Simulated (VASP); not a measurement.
# LiNbO3 (R3c) in VASP: notebook, part 2 of 3

VASP 6.6.1. Earlier steps stand in the parts before.

### 3 Single point, LDA

The input, INCAR:

```
ALGO = Normal
EDIFF = 1E-6
ENCUT = 520
GGA = CA
ISIF = 2
ISMEAR = 0
LASPH = True
LCHARG = True
LELF = True
LREAL = False
LVHAR = True
LWAVE = False
NBANDS = 45
NELM = 60
PREC = Accurate
SIGMA = 0.02
```

The input, KPOINTS:

```
k-points
0
Gamma
  6 6 6
```

The input, POSCAR:

```
LiNbO3
1.0
    2.5330330749      1.4624473276      4.5632453845
   -2.5330330749      1.4624473276      4.5632453845
    0.0000000000     -2.9248946553      4.5632453845
Li Nb O
2 2 6
Direct
    0.7055277375      0.7055277375      0.7055277375
    0.2055277375      0.2055277375      0.2055277375
    0.9890957855      0.9890957855      0.9890957855
    0.4890957855      0.4890957855      0.4890957855
    0.8814095114      0.2695722615      0.6208434942
    0.6208434942      0.8814095114      0.2695722615
    0.2695722615      0.6208434942      0.8814095114
    0.7695722615      0.3814095114      0.1208434942
    0.3814095114      0.1208434942      0.7695722615
    0.1208434942      0.7695722615      0.3814095114
```

Potentials or basis: VASP PAW LDA potentials, release 64 (Li_sv, Nb_sv, O).

The run is started by

```sh
> cat potpaw_LDA.64/Li_sv/POTCAR potpaw_LDA.64/Nb_sv/POTCAR potpaw_LDA.64/O/POTCAR > POTCAR
> mpirun -np 1 vasp_std > vasp.out
```

OUTCAR:

```text
EDIFF = 1E-6
   ENCUT = 520
   GGA = CA
   ISIF = 2
   ISMEAR = 0
   LASPH = True
   LREAL = False
   NELM = 60
   PREC = Accurate

 ion  position               nearest neighbor table
   1  0.706  0.706  0.706-  10 2.00   8 2.00   9 2.00   7 2.21   6 2.21   5 2.21
   2  0.206  0.206  0.206-   7 2.00   5 2.00   6 2.00  10 2.21   9 2.21   8 2.21
   3  0.989  0.989  0.989-   6 1.88   5 1.88   7 1.88   9 2.09  10 2.09   8 2.09
   4  0.489  0.489  0.489-   9 1.88   8 1.88  10 1.88   6 2.09   7 2.09   5 2.09
   5  0.881  0.270  0.621-   3 1.88   2 2.00   4 2.09   1 2.21
   6  0.621  0.881  0.270-   3 1.88   2 2.00   4 2.09   1 2.21
   7  0.270  0.621  0.881-   3 1.88   2 2.00   4 2.09   1 2.21
   8  0.770  0.381  0.121-   4 1.88   1 2.00   3 2.09   2 2.21
   9  0.381  0.121  0.770-   4 1.88   1 2.00   3 2.09   2 2.21
  10  0.121  0.770  0.381-   4 1.88   1 2.00   3 2.09   2 2.21

  LATTYP: Found a trigonal (rhomboedric) cell.
 ALAT       =     5.4201676343
 COS(alpha) =     0.5631963289

  Lattice vectors:

 A1 = (   2.5330330749,   1.4624473276,   4.5632453845)
 A2 = (  -2.5330330749,   1.4624473276,   4.5632453845)
 A3 = (   0.0000000000,  -2.9248946553,   4.5632453845)

Analysis of symmetry for initial positions (statically):
=====================================================================
 Subroutine PRICEL returns:
 Original cell was already a primitive cell.

 Routine SETGRP: Setting up the symmetry group for a
 trigonal (rhombohedral) supercell.

 Subroutine GETGRP returns: Found  6 space group operations
 (whereof  3 operations were pure point group operations)
 out of a pool of 12 trial point group operations.

The static configuration has the point symmetry C_3 .
 The point group associated with its full space group is C_3v.

Analysis of symmetry for dynamics (positions and initial velocities):
[... 154 lines left out ...]
   LHFCALC =     F    Hartree Fock is set to
   AEXX    =    0.0000 exact exchange contribution
   IVDW    =     0    specifies the selected vdW correction
   LEPSILON=     F    determine dielectric tensor
   LRPA    =     F    only Hartree local field effects (RPA)
 non-spin polarized calculation
 Gauss-broadening in eV      SIGMA  =   0.02
  energy-cutoff  :      520.00
  volume of cell :      101.43
 maximum number of plane-waves:      2748
   NGX = 21   NGY = 21   NGZ = 21

 number of electron      68.0000015 magnetization

 Free energy of the ion-electron system (eV)
  ---------------------------------------------------
  ext. energy  EPLUGINS =         0.00000000
  ---------------------------------------------------
  free energy    TOTEN  =       -87.60551915 eV

  energy without entropy =      -87.60551915  energy(sigma->0) =      -87.60551915

 E-fermi :   3.8488     XC(G=0): -11.5878

 val. band max:        3.7255731605   @ k =   0.1667   0.1667   0.1667
 cond. band min:       7.2284051546   @ k =   0.0000   0.0000   0.0000
 fundamental gap:      3.5028319941
 Fermi energy:         3.8487837021

 k-point     1 :       0.0000    0.0000    0.0000
  band No.  band energies     occupation
      1     -50.0125      2.00000
      2     -49.9926      2.00000
      3     -37.5256      2.00000
      4     -37.5216      2.00000
      5     -26.5481      2.00000
      6     -26.5481      2.00000
[... 1141 lines left out ...]
     44      13.5611      0.00000
     45      14.3569      0.00000

 [... further k-points ...]

------------------------ aborting loop because EDIFF is reached ----------------------------------------

  FORCE on cell =-STRESS in cart. coord.  units (eV):
  Direction    XX          YY          ZZ          XY          YZ          ZX
  --------------------------------------------------------------------------------------
  -------------------------------------------------------------------------------------
  Total        0.1794149      0.1794149      0.0797760      0.0000000     -0.0000000      0.0000000
  in kB        2.8341509      2.8341509      1.2601911      0.0000000     -0.0000000      0.0000000
  external PRESSURE =       2.3094976 kB  Pullay stress =       0.0000000 kB

 VOLUME and BASIS-vectors are now :
 -----------------------------------------------------------------------------
  energy-cutoff  :      520.00
  volume of cell :      101.43
      direct lattice vectors                 reciprocal lattice vectors
     2.533033075  1.462447328  4.563245385     0.197391817  0.113964218  0.073047427
    -2.533033075  1.462447328  4.563245385    -0.197391817  0.113964218  0.073047427
     0.000000000 -2.924894655  4.563245385     0.000000000 -0.227928437  0.073047427

 POSITION                                       TOTAL-FORCE (eV/Angst)
 -----------------------------------------------------------------------------------
      0.00000     -0.00000      9.65849        -0.000000      0.000000     -0.002498
      0.00000     -0.00000      2.81362        -0.000000      0.000000     -0.002498
      0.00000     -0.00000     13.54046        -0.000000     -0.000000      0.077283
      0.00000     -0.00000      6.69559        -0.000000     -0.000000      0.077283
      1.54980     -0.13265      8.08527        -0.025068      0.026398     -0.024928
     -0.66002      1.40850      8.08527        -0.010328     -0.034909     -0.024928
     -0.88978     -1.27584      8.08527         0.035396      0.008510     -0.024928
      0.98323      1.32980      5.80365         0.025068      0.026398     -0.024928
      0.66002     -1.51640      5.80365         0.010328     -0.034909     -0.024928
     -1.64325      0.18660      5.80365        -0.035396      0.008510     -0.024928
 -----------------------------------------------------------------------------------
    total drift:                                0.000000      0.000001     -0.000190

  FREE ENERGIE OF THE ION-ELECTRON SYSTEM (eV)
  ---------------------------------------------------
  free  energy   TOTEN  =       -87.6055191498 eV

  energy  without entropy=      -87.6055191498  energy(sigma->0) =      -87.60551915
```

OSZICAR:

```text
N       E                     dE             d eps       ncg     rms          rms(c)
DAV:   1     0.766636639464E+03    0.76664E+03   -0.36011E+04  2880   0.160E+03
DAV:   2    -0.306627172909E+02   -0.79730E+03   -0.76778E+03  3732   0.584E+02
DAV:   3    -0.100244420232E+03   -0.69582E+02   -0.69098E+02  4832   0.159E+02
DAV:   4    -0.105026263907E+03   -0.47818E+01   -0.47688E+01  5200   0.315E+01
DAV:   5    -0.105378583299E+03   -0.35232E+00   -0.35221E+00  4251   0.751E+00    0.273E+01
DAV:   6    -0.878505252016E+02    0.17528E+02   -0.74223E+01  4360   0.542E+01    0.917E+00
DAV:   7    -0.877058426798E+02    0.14468E+00   -0.77823E+00  4936   0.162E+01    0.565E+00
DAV:   8    -0.876058453307E+02    0.99997E-01   -0.69470E-01  4504   0.569E+00    0.149E+00
DAV:   9    -0.876054077768E+02    0.43755E-03   -0.87866E-02  4816   0.228E+00    0.950E-01
DAV:  10    -0.876055864076E+02   -0.17863E-03   -0.19572E-02  4384   0.102E+00    0.938E-02
DAV:  11    -0.876055096594E+02    0.76748E-04   -0.14273E-03  4312   0.228E-01    0.438E-02
DAV:  12    -0.876055168257E+02   -0.71664E-05   -0.19209E-04  5016   0.115E-01    0.218E-02
DAV:  13    -0.876055203850E+02   -0.35593E-05   -0.18865E-05  4499   0.312E-02    0.926E-03
DAV:  14    -0.876055190938E+02    0.12912E-05   -0.52260E-06  3520   0.236E-02    0.221E-03
DAV:  15    -0.876055191498E+02   -0.55994E-07   -0.60570E-07  1910   0.613E-03
   1 F= -.87605519E+02 E0= -.87605519E+02  d E =-.688139E-20
```

stdout:

```text
POSCAR found type information on POSCAR LiNbO
 POSCAR found :  3 types and      10 ions
 scaLAPACK will be used
 LDA part: xc-table for (Slater(with rela. corr.)+CA(PZ))
 , standard interpolation
 POSCAR, INCAR and KPOINTS ok, starting setup
 FFT: planning ... GRIDC
 FFT: planning ... GRID_SOFT
 FFT: planning ... GRID
 WAVECAR not read
 entering main loop
```

Run time: 2.8 min. Hardware: 1 thread of Intel Xeon Platinum 8488C (Sapphire Rapids), shared host; peak memory 0.26 GiB.

What came out:

```
Free energy            : -87.6055 eV
Largest force          : 0.077 eV/Å
Band gap on the k mesh : 3.50 eV (least direct gap 3.52 eV)
```

Forces in eV/Å, atoms in the order of the input:
```
Li   0.000  0.000 -0.002
Li   0.000  0.000 -0.002
Nb   0.000  0.000  0.077
Nb   0.000  0.000  0.077
O   -0.025  0.026 -0.025
O   -0.010 -0.035 -0.025
O    0.035  0.009 -0.025
O    0.025  0.026 -0.025
O    0.010 -0.035 -0.025
O   -0.035  0.009 -0.025
```

Levels at points of the mesh, in eV from the valence-band top:
| k point | band 31 | band 32 | band 33 | band 34 | band 35 | band 36 | band 37 | band 38 |
| --- | --- | --- | --- | --- | --- | --- | --- | --- |
| (0.00, 0.00, 0.00) | -0.62 | -0.52 | -0.02 | -0.02 | 3.50 | 3.50 | 3.94 | 5.18 |
| (0.50, 0.00, 0.00) | -0.29 | -0.29 | -0.19 | -0.19 | 3.91 | 3.91 | 4.76 | 4.76 |
| (0.50, 0.50, 0.00) | -0.68 | -0.67 | -0.43 | -0.23 | 3.58 | 4.08 | 4.60 | 4.67 |
| (0.50, 0.50, 0.50) | -0.30 | -0.30 | -0.30 | -0.30 | 4.69 | 4.69 | 4.91 | 4.91 |

Caveat: the cutoff is under 1.25 times the usual one of these potentials, so pressure, stress and relaxed cells hold a basis-set (Pulay) error.

(Continued in part 3 of 3.)
